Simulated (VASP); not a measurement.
Input of a VASP 6.6.1 run:

INCAR

```
PREC     = Accurate       # precision mode
ENCUT    = 600            # plane-wave cutoff, eV
EDIFF    = 1E-6           # SCF threshold, eV
ISMEAR   = -1             # smearing method
SIGMA    = 0.05           # smearing width, eV
LREAL    = False          # projectors in reciprocal space
LASPH    = True           # aspherical terms in the spheres
NELM     = 100            # most SCF steps
ALGO     = Normal         # electronic algorithm
ISIF     = 3              # what is computed and relaxed
LWAVE    = False          # write WAVECAR
LCHARG   = False          # write CHGCAR
GGA      = PE             # functional
IBRION   = 2              # ionic algorithm
NSW      = 60             # ionic steps
EDIFFG   = -0.005         # ionic threshold
PSTRESS  = 2.5
```

Contents of KPOINTS:

```
Automatic mesh
0
Gamma
  13 13 12
```

POSCAR

```
Pb
1.0
    3.4380526154      0.0000000000      0.0000000000
   -1.7190263077      2.9774409044      0.0000000000
    0.0000000000      0.0000000000      3.2317694584
Pb
1
Direct
    0.0000000000      0.0000000000      0.0000000000
```

Potentials or basis: VASP PAW PBE potentials, release 64 (Pb_d).

Launch:

```console
$ cat potpaw_PBE.64/Pb_d/POTCAR > POTCAR
$ mpirun -np 1 vasp_std > vasp.out
```

Question: What does it give for the space group after relaxing (to 0.05 Å)?

Answer: P6/mmm (No. 191).

Question: Estimate the relaxed volume.

Answer: 32.80 Å³/atom.

Step by step:
```csv
step,energy change (eV),largest force (eV/Å),pressure (GPa),volume (Å³)
1,0.0000,0.0000,-0.03,33.08
2,-0.0017,0.0000,0.27,32.81
3,-0.0016,0.0000,0.33,32.71
4,-0.0016,0.0000,0.41,32.73
5,-0.0017,0.0000,0.37,32.77
6,-0.0017,0.0000,0.35,32.74
7,-0.0017,0.0000,0.36,32.74
8,-0.0019,0.0000,0.27,32.85
9,-0.0019,0.0000,0.25,32.86
10,-0.0019,0.0000,0.25,32.85
11,-0.0019,0.0000,0.21,32.85
12,-0.0018,0.0000,0.24,32.80
```

Caveat: the cell is relaxed towards a set pressure, so the enthalpy falls and the energy may rise.
